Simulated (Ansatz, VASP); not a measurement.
# ZnGe2N2 in VASP and in Ansatz

Contents of INCAR:

```
ALGO     = Normal         # electronic algorithm
EDIFF    = 1E-6           # SCF threshold, eV
EDIFFG   = -0.04          # ionic threshold
ENCUT    = 600            # plane-wave cutoff, eV
GGA      = PE             # functional
IBRION   = 2              # ionic algorithm
ISIF     = 3              # what is computed and relaxed
ISMEAR   = 0              # smearing method
LASPH    = T              # aspherical terms in the spheres
LCHARG   = F              # write CHGCAR
LREAL    = F              # projectors in reciprocal space
LWAVE    = F              # write WAVECAR
NELM     = 60             # most SCF steps
NSW      = 90             # ionic steps
PREC     = Accurate       # precision mode
SIGMA    = 0.1            # smearing width, eV
```

File KPOINTS:

```
k-points
0
Gamma
  6 6 4
```

POSCAR

```
ZnGe2N2
1.0
    3.9979020700      0.0000000000      0.0000000000
   -1.9989510300      3.4622847500      0.0000000000
    0.0000000000      0.0000000000      6.5396465100
Zn Ge N
1 2 2
Direct
    0.0000000000      0.0000000000      0.0000000000
    0.3333333300      0.6666666700      0.2436649900
    0.6666666700      0.3333333300      0.7563350100
    0.3333333300      0.6666666700      0.6347020300
    0.6666666700      0.3333333300      0.3652979700
```

Input for Ansatz:

```yaml
crystal:
  lattice:
    - [3.99790207, 0.0, 0.0]
    - [-1.99895103, 3.46228475, 0.0]
    - [0.0, 0.0, 6.53964651]
  atoms:
    - { symbol: Zn, position: [0.0, 0.0, 0.0] }
    - { symbol: Ge, position: [0.33333333, 0.66666667, 0.24366499] }
    - { symbol: Ge, position: [0.66666667, 0.33333333, 0.75633501] }
    - { symbol: "N", position: [0.33333333, 0.66666667, 0.63470203] }
    - { symbol: "N", position: [0.66666667, 0.33333333, 0.36529797] }
basis:
  ecutwfc: 420
kpoints:
  mp_grid: { grid: [6, 6, 4] }
hamiltonian:
  xc: pbe
scf:
  occupations: { method: gaussian, width: 0.1 }
  lower_state_search: "off"
output:
  forces: true
  stress: true
  eigenvalues: true
relax:
  adjacent_minimum: "off"
  f_tol: 0.04
  max_steps: 70
  cell: { stress_tol: 0.4 }
```

Change from the starting cell: species swapped into the MgAl2Si2 type (P-3m1, No. 164).

Alike in both runs: task relaxation of cell and atoms; functional PBE; k mesh 6 × 6 × 4; occupations gaussian, width 0.1 eV; no spin polarisation.

```csv
,VASP,Ansatz
version,VASP 6.6.1,Ansatz 0.2.0
potentials or method,"VASP PAW PBE potentials, release 64 (Zn, Ge_d, N), cutoff 600 eV","scalar-relativistic, plane waves, PAW"
valence electrons in the cell,50,50
```

```csv
,VASP,Ansatz,Ansatz less VASP
"gap on the k mesh at the Fermi level, each at its own relaxed structure (eV)",none,none,-
relaxed volume (Å³/atom),14.03,15.10,+1.077
relaxed cell length with the largest relative difference (Å),8.673,9.395,+0.7220
```

A gap of «none» marks a metal or a gap that the smearing closes. One of these differences is far larger than is usual between the two programs; its cause wasn't traced.

Noted on VASP's run: the volume moved by over 15 % at a fixed basis, so the end points are rough.
